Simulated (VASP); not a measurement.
Write the native input for VASP 6.6.1 that does the following.

```yaml
Task: single point
Functional: RPBE
Dispersion: D4
Potentials_or_basis: VASP PAW PBE potentials, release 64 (Sn_d, O)
Cutoff: 520 eV
k_mesh: 6 × 6 × 8
Occupations: fermi-dirac, width 0.05 eV
Spin: no spin polarisation
Dipole_correction: no
Further_INCAR_settings: ALGO = Normal; EDIFF = 1e-06; NBANDS = 35
```

The structure of SnO2 (Cassiterite) lies in POSCAR:

```
SnO2
1.0
    4.7380000000      0.0000000000      0.0000000000
    0.0000000000      4.7380000000      0.0000000000
    0.0000000000      0.0000000000      3.1865000000
Sn O
2 4
Direct
    0.5000000000      0.5000000000      0.5000000000
    0.0000000000      0.0000000000      0.0000000000
    0.8071000000      0.1929000000      0.5000000000
    0.6929000000      0.6929000000      0.0000000000
    0.1929000000      0.8071000000      0.5000000000
    0.3071000000      0.3071000000      0.0000000000
```

The input as run:

INCAR

```
SYSTEM = SnO2
ALGO = Normal ; EDIFF = 1E-6
ENCUT = 520 ; GGA = RP
ISIF = 2 ; ISMEAR = -1
IVDW = 13 ; LASPH = .TRUE.
LCHARG = .TRUE. ; LELF = .TRUE.
LREAL = .FALSE. ; LVHAR = .TRUE.
LWAVE = .FALSE. ; NBANDS = 35
NELM = 80 ; PREC = Accurate
SIGMA = 0.05
```

KPOINTS

```
k-points
0
G
  6 6 8
  0 0 0
```

Potentials or basis: VASP PAW PBE potentials, release 64 (Sn_d, O).

Launch:

```sh
$ cat potpaw_PBE.64/Sn_d/POTCAR potpaw_PBE.64/O/POTCAR > POTCAR
$ mpirun -np 1 vasp_std > vasp.out
```

Results of the run:

The pressure is 7.9 GPa and the largest force is 0.342 eV/Å. The band gap on the k mesh is 1.36 eV, direct. The dispersion energy per atom is -0.556 eV.

Caveat: the PAW data sets were made with another functional, which shifts forces and pressure a little; spin-orbit coupling is left out, which moves the levels of the heavy elements.

Wall time 2.7 min on 1 thread of AMD EPYC 7R43 64-Core Processor (Zen 3), with other jobs on the host, peak memory 0.2 GiB.
